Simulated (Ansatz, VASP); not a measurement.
**Au in VASP and in Ansatz**

```
Au
1.0
     2.94696    0.00000    0.00000
    -1.47348    2.55214    0.00000
     0.00000    0.00000    4.77407
Au
2
Direct
  0.33333 0.66667 0.25000
  0.66667 0.33333 0.75000
```

Alike in both runs: task single point; functional PBEsol; k mesh 12 × 12 × 6; occupations fermi-dirac, width 0.05 eV; no spin polarisation.

```csv
,VASP,Ansatz
version,VASP 6.6.1,Ansatz 0.2.0
potentials or method,"VASP PAW PBE potentials, release 64 (Au), cutoff 520 eV","all-electron LAPW, scalar-relativistic"
```

Ansatz gave:

```
pressure (GPa)                                                : -7.5
traceless stress, the component that is largest in VASP (GPa) : 1.35
```

Q: Estimate VASP's values.

A: Pressure (GPa): -7.7; traceless stress, the component that is largest in VASP (GPa): 1.35.

VASP's potentials were made for PBE, not for PBEsol. Ansatz ran all-electron here, and VASP with PAW potentials.

Spin-orbit coupling is off throughout.
